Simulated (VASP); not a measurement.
# Ta2Se5 (P6/mmm) in VASP: a series of runs, part 2 of 2

VASP 6.6.1.

### Step 3. Single point, PBE

This run uses another cell than the first one, of 25.49 Å³/atom.

Contents of INCAR:

```
SYSTEM = Ta2Se5
PREC = Accurate
ENCUT = 520
EDIFF = 1E-7
ISMEAR = 0
SIGMA = 0.1
LREAL = .False.
LASPH = .True.
NELM = 80
ALGO = Normal
ISIF = 2
LWAVE = .False.
LCHARG = .False.
GGA = PE
NBANDS = 35
```

Contents of KPOINTS:

```
regular mesh
0
Gamma
  6 6 4
  0 0 0
```

Contents of POSCAR:

```
Ta2Se5
1.0
    5.3455193500      0.0000000000      0.0000000000
   -2.6727596700      4.6293555500      0.0000000000
    0.0000000000      0.0000000000      7.2111084100
Ta Se
2 5
Direct
    0.0000000000      0.0000000000      0.8203223000
    0.0000000000      0.0000000000      0.1796777000
    0.3333333300      0.6666666700      0.0000000000
    0.6666666700      0.3333333300      0.0000000000
    0.3333333300      0.6666666700      0.5000000000
    0.6666666700      0.3333333300      0.5000000000
    0.0000000000      0.0000000000      0.5000000000
```

Potentials or basis: VASP PAW PBE potentials, release 64 (Ta_pv, Se).

Run with:

```sh
$ cat potpaw_PBE.64/Ta_pv/POTCAR potpaw_PBE.64/Se/POTCAR > POTCAR
$ mpirun -np 1 vasp_std > vasp.out
```

OUTCAR:

```text
SYSTEM = Ta2Se5
   PREC = Accurate
   ENCUT = 520
   EDIFF = 1E-7
   ISMEAR = 0
   LREAL = .False.
   LASPH = .True.
   NELM = 80
   ISIF = 2
   GGA = PE

 ion  position               nearest neighbor table
   1  0.000  0.000  0.820-   7 2.31   2 2.59
   2  0.000  0.000  0.180-   7 2.31   1 2.59
   3  0.333  0.667  0.000-
   4  0.667  0.333  0.000-
   5  0.333  0.667  0.500-
   6  0.667  0.333  0.500-
   7  0.000  0.000  0.500-   1 2.31   2 2.31

  LATTYP: Found a hexagonal cell.
 ALAT       =     5.3455193500
 C/A-ratio  =     1.3490005251

  Lattice vectors:

 A1 = (   5.3455193500,   0.0000000000,   0.0000000000)
 A2 = (  -2.6727596700,   4.6293555500,   0.0000000000)
 A3 = (   0.0000000000,   0.0000000000,   7.2111084100)

Analysis of symmetry for initial positions (statically):
=====================================================================
 Subroutine PRICEL returns:
 Original cell was already a primitive cell.

 Routine SETGRP: Setting up the symmetry group for a
 hexagonal supercell.

 Subroutine GETGRP returns: Found 24 space group operations
 (whereof 24 operations were pure point group operations)
 out of a pool of 24 trial point group operations.

The static configuration has the point symmetry D_6h.

Analysis of symmetry for dynamics (positions and initial velocities):
=====================================================================
 Subroutine PRICEL returns:
 Original cell was already a primitive cell.

 Routine SETGRP: Setting up the symmetry group for a
 hexagonal supercell.

 Subroutine GETGRP returns: Found 24 space group operations
 (whereof 24 operations were pure point group operations)
 out of a pool of 24 trial point group operations.

[... 124 lines left out ...]
   IMIX   =      4    mixing-type and parameters
     AMIX     =   0.40;   BMIX     =  1.00
     AMIX_MAG =   1.60;   BMIX_MAG =  1.00
  volume/ion in A,a.u.               =      25.49       172.03
  Fermi-wavevector in a.u.,A,eV,Ry     =   1.085355  2.051023 16.027600  1.177995
  Thomas-Fermi vector in A             =   2.221467
   LORBIT       =      0    0 simple, 1 ext, 2 COOP (PROOUT), +10 PAW based schemes
   GGA     = PE    functional components
   LHFCALC =     F    Hartree Fock is set to
   AEXX    =    0.0000 exact exchange contribution
   IVDW    =     0    specifies the selected vdW correction
   LEPSILON=     F    determine dielectric tensor
   LRPA    =     F    only Hartree local field effects (RPA)
 non-spin polarized calculation
 Gauss-broadening in eV      SIGMA  =   0.10
  energy-cutoff  :      520.00
  volume of cell :      178.45
 maximum number of plane-waves:      4830
 NGX is ok and might be reduce to    40
   NGX = 19   NGY = 19   NGZ = 27

 number of electron      52.0000000 magnetization

 Free energy of the ion-electron system (eV)
  ---------------------------------------------------
  ext. energy  EPLUGINS =         0.00000000
  ---------------------------------------------------
  free energy    TOTEN  =       -33.64143527 eV

  energy without entropy =      -33.60238504  energy(sigma->0) =      -33.62191016

 E-fermi :   3.5994     XC(G=0):  -9.7873

 val. band max:        3.5856185274   @ k =   0.1667  -0.0000   0.2500
 cond. band min:       3.6223191431   @ k =   0.1667   0.1667   0.0000
 fundamental gap:      0.0367006157
 Fermi energy:         3.5993555632

 k-point     1 :       0.0000    0.0000    0.0000
  band No.  band energies     occupation
      1     -32.2325      2.00000
      2     -32.1009      2.00000
      3     -32.1009      2.00000
      4     -31.9971      2.00000
      5     -31.9971      2.00000
      6     -31.3678      2.00000
[... 787 lines left out ...]
     34       4.6735      0.00000
     35       5.2947      0.00000

------------------------ aborting loop because EDIFF is reached ----------------------------------------

  FORCE on cell =-STRESS in cart. coord.  units (eV):
  Direction    XX          YY          ZZ          XY          YZ          ZX
  --------------------------------------------------------------------------------------
  -------------------------------------------------------------------------------------
  Total      -11.1742790    -11.1742790      5.9238325     -0.0000000      0.0000000      0.0000000
  in kB     -100.3269538   -100.3269537     53.1864355     -0.0000001      0.0000000      0.0000000
  external PRESSURE =     -49.1558240 kB  Pullay stress =       0.0000000 kB

 VOLUME and BASIS-vectors are now :
 -----------------------------------------------------------------------------
  energy-cutoff  :      520.00
  volume of cell :      178.45
      direct lattice vectors                 reciprocal lattice vectors
     5.345519350  0.000000000  0.000000000     0.187072562  0.108006394  0.000000000
    -2.672759670  4.629355550  0.000000000     0.000000000  0.216012788  0.000000000
     0.000000000  0.000000000  7.211108410     0.000000000  0.000000000  0.138674936

 POSITION                                       TOTAL-FORCE (eV/Angst)
 -----------------------------------------------------------------------------------
      0.00000      0.00000      5.91543         0.000000      0.000000      3.624235
      0.00000      0.00000      1.29568         0.000000     -0.000000     -3.624235
     -0.00000      3.08624      0.00000         0.000000     -0.000000     -0.000000
      2.67276      1.54312      0.00000         0.000000      0.000000      0.000000
     -0.00000      3.08624      3.60555         0.000000      0.000000      0.000000
      2.67276      1.54312      3.60555        -0.000000     -0.000000      0.000000
      0.00000      0.00000      3.60555         0.000000     -0.000000      0.000000
 -----------------------------------------------------------------------------------
    total drift:                                0.000000     -0.000000      0.000000

  FREE ENERGIE OF THE ION-ELECTRON SYSTEM (eV)
  ---------------------------------------------------
  free  energy   TOTEN  =       -33.6414352732 eV

  energy  without entropy=      -33.6023850443  energy(sigma->0) =      -33.62191016
```

stdout:

```text
POSCAR found type information on POSCAR TaSe
 POSCAR found :  2 types and       7 ions
 scaLAPACK will be used
 LDA part: xc-table for (Slater+PW92), standard interpolation
 POSCAR, INCAR and KPOINTS ok, starting setup
 FFT: planning ... GRIDC
 FFT: planning ... GRID_SOFT
 FFT: planning ... GRID
 WAVECAR not read
 entering main loop
```

Run time: 96 s. Hardware: 1 thread of AMD EPYC 9R45 (Zen 5), shared host; peak memory 0.31 GiB.

Results:

* Free energy: -33.6414 eV
* Pressure: -4.9 GPa
* Largest force: 3.624 eV/Å
* Band gap on the k mesh: zero (bands 26 and 27 overlap by 0.86 eV)

Forces on the atoms (eV/Å):
```
Ta   0.000  0.000  3.624
Ta   0.000  0.000 -3.624
Se   0.000  0.000  0.000
Se   0.000  0.000  0.000
Se   0.000  0.000  0.000
Se   0.000  0.000  0.000
Se   0.000  0.000  0.000
```

Stress tensor (GPa, compression positive):
```
-10.03   0.00   0.00
  0.00 -10.03   0.00
  0.00   0.00   5.32
```

Levels at points of the mesh, in eV from the Fermi level:
| k point | band 24 | band 25 | band 26 | band 27 | band 28 | band 29 |
| --- | --- | --- | --- | --- | --- | --- |
| (0.00, 0.00, 0.00) | -0.85 | -0.29 | 0.15 | 0.15 | 0.68 | 0.82 |
| (0.50, 0.00, 0.00) | -0.58 | -0.05 | 0.03 | 0.10 | 0.17 | 0.39 |
| (0.00, 0.00, 0.50) | -0.58 | 0.09 | 0.09 | 0.33 | 0.51 | 0.51 |
| (0.50, 0.00, 0.50) | -0.97 | -0.84 | -0.18 | -0.01 | 0.17 | 0.27 |

Caveat: the cell stands under tension; spin-orbit coupling is left out, which moves the levels of the heavy elements; forces of over 1 eV/Å act on the atoms, so gaps and moduli don't describe the material at rest.

### Step 4. Relaxation of cell and atoms, PBE

This run uses another cell than the first one, of 25.49 Å³/atom.

Contents of INCAR:

```
ALGO = Normal
EDIFF = 1E-7
EDIFFG = -0.04
ENCUT = 600
GGA = PE
IBRION = 2
ISIF = 3
ISMEAR = 0
LASPH = T
LCHARG = F
LREAL = F
LWAVE = F
NELM = 100
NSW = 90
PREC = Accurate
SIGMA = 0.1
```

Contents of KPOINTS:

```
k-points
0
Gamma
  6 6 4
```

POSCAR is that of step 3.

Run with:

```sh
$ cat potpaw_PBE.64/Ta_pv/POTCAR potpaw_PBE.64/Se/POTCAR > POTCAR
$ mpirun -np 1 vasp_std > vasp.out
```

Wall time 15 min (1 thread of AMD EPYC 9R45 (Zen 5), shared host); peak memory 0.44 GiB.

It converged, with:

```
Free energy                           : -35.7213 eV
Relaxed volume                        : 23.53 Å³/atom
Relaxed cell                          : a = 4.916 Å, b = 4.916 Å, c = 7.871 Å, α = 90.00°, β = 90.00°, γ = 120.00°
Space group after relaxing (to 0.1 Å) : P6/mmm (No. 191)
Energy gained by relaxing             : 297.1 meV/atom
Ionic steps                           : 9
Pressure after relaxing               : 0.0 GPa
Band gap on the k mesh                : zero (bands 26 and 27 overlap by 0.70 eV)
```

Step by step:
```tsv
step	energy change (eV)	largest force (eV/Å)	pressure (GPa)	volume (Å³)
1	0.0000	3.6242	-4.91	178.45
2	-1.9397	0.8985	0.97	158.25
3	-1.9611	0.5161	2.58	155.97
4	-2.0574	0.3651	-0.28	163.45
5	-2.0602	0.3437	-0.81	165.08
6	-2.0776	0.2635	0.16	164.64
7	-2.0779	0.1899	0.04	164.69
8	-2.0752	0.2945	-0.10	164.74
9	-2.0796	0.0008	-0.01	164.71
```

Final structure:
```cif
data_structure
_symmetry_space_group_name_H-M 'P 1'
_symmetry_Int_Tables_number 1
_cell_length_a 4.9157
_cell_length_b 4.9157
_cell_length_c 7.8706
_cell_angle_alpha 90.000
_cell_angle_beta 90.000
_cell_angle_gamma 120.000
_cell_volume 164.71
loop_
_atom_site_label
_atom_site_type_symbol
_atom_site_fract_x
_atom_site_fract_y
_atom_site_fract_z
_atom_site_occupancy
Ta1 Ta 0.00000 0.00000 0.85590 1
Ta2 Ta 0.00000 0.00000 0.14410 1
Se1 Se 0.33333 0.66667 0.00000 1
Se2 Se 0.66667 0.33333 0.00000 1
Se3 Se 0.33333 0.66667 0.50000 1
Se4 Se 0.66667 0.33333 0.50000 1
Se5 Se 0.00000 0.00000 0.50000 1
```

Levels at points of the mesh, in eV from the Fermi level:
```tsv
k point	band 23	band 24	band 25	band 26	band 27	band 28	band 29	band 30
(0.00, 0.00, 0.00)	-1.44	-1.43	-0.06	0.10	0.13	0.13	0.86	0.86
(0.50, 0.00, 0.00)	-1.10	-0.99	-0.93	-0.31	0.08	0.32	0.44	0.58
(0.00, 0.00, 0.50)	-1.24	-0.41	0.26	0.26	0.43	0.43	0.71	1.17
(0.50, 0.00, 0.50)	-1.72	-1.12	-0.09	0.06	0.23	0.27	0.50	0.59
```

Caveat: spin-orbit coupling is left out, which moves the levels of the heavy elements.

### Step 5. The runs side by side

```csv
task,cell,cutoff (eV),gap on the mesh (eV),pressure (GPa),largest force (eV/Å)
single point,"a = 4.914, b = 4.914, c = 7.861 Å, angles 90.0, 90.0, 120.0°, 7 atoms, atomic positions A",520,none,0.2,0.14
single point,"a = 5.346, b = 5.346, c = 7.211 Å, angles 90.0, 90.0, 120.0°, 7 atoms, atomic positions B",520,none,-4.9,3.62
relaxation of cell and atoms,"relaxed from a = 5.346, b = 5.346, c = 7.211 Å, angles 90.0, 90.0, 120.0°, 7 atoms, atomic positions B",600,none,0.0,-
```

Alike in all rows: level PBE; potentials or basis VASP PAW PBE potentials, release 64 (Ta_pv, Se); no spin polarisation; k mesh 6 × 6 × 4; smearing gaussian 0.1 eV.

Caveats: spin-orbit coupling is left out, which moves the levels of the heavy elements; the cell stands under tension (at least some runs); forces of over 1 eV/Å act on the atoms, so gaps and moduli don't describe the material at rest (at least some runs).

Absolute energies hang on the potentials; compare differences alone.
